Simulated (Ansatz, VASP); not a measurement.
Be in VASP and in Ansatz

The input INCAR:

```
SYSTEM = Be
  PREC = Accurate
  ENCUT = 600
  EDIFF = 1E-7
  ISMEAR = -1
  SIGMA = 0.1
  LREAL = .FALSE.
  LASPH = .TRUE.
  NELM = 120
  ALGO = Normal
  ISIF = 3
  LWAVE = .FALSE.
  LCHARG = .FALSE.
  GGA = RP
  IBRION = 2
  NSW = 80
  EDIFFG = -0.01
  GGA_COMPAT = .FALSE.
  NELMIN = 4
```

The input KPOINTS:

```
Automatic mesh
0
G
  15 15 15
  0 0 0
```

POSCAR

```
Be
1.0
    2.0615590750      0.0000000000      0.0000000000
    0.0000000000      2.0615590750      0.0000000000
    0.0000000000      0.0000000000      2.0615590750
Be
1
Direct
    0.0000000000      0.0000000000      0.0000000000
```

Input for Ansatz:

```yaml
crystal:
  lattice:
    - [2.061559075, 0.0, 0.0]
    - [0.0, 2.061559075, 0.0]
    - [0.0, 0.0, 2.061559075]
  atoms:
    - { symbol: Be, position: [0.0, 0.0, 0.0] }
hamiltonian:
  xc: rpbe
  pseudopotentials:
    kind: paw
    azcp:
      Be: "pseudopotentials/Be.paw.azcp"
basis:
  ecutwfc: 420
  fft_grid_basis: typed
kpoints:
  mp_grid: { grid: [15, 15, 15], shift: [0, 0, 0] }
magnetization:
  spin_polarized: false
scf:
  occupations: { method: fermi_dirac, width: 0.1 }
relax:
  max_steps: 60
  f_tol: 0.01
  cell: {}
```

Alike in both runs: task relaxation of cell and atoms; functional RPBE; k mesh 15 × 15 × 15; occupations fermi-dirac, width 0.1 eV; no spin polarisation.

|  | VASP | Ansatz |
| --- | --- | --- |
| version | VASP 6.6.1 | Ansatz 0.2.0 |
| potentials or method | VASP PAW PBE potentials, release 64 (Be), cutoff 600 eV | plane waves (420 eV) with PAW, scalar-relativistic |
| valence electrons in the cell | 2 | 2 |

|  | VASP | Ansatz | Ansatz less VASP |
| --- | --- | --- | --- |
| relaxed volume (Å³/atom) | 10.53 | 10.53 | -0.002 |
| relaxed length of the cell vector where the two differ most in proportion (Å) | 2.192 | 2.192 | -0.0002 |

VASP's potentials were made for PBE, not for RPBE.

Noted on VASP's run: the volume moved by over 15 % at a fixed basis, so the end points are rough.
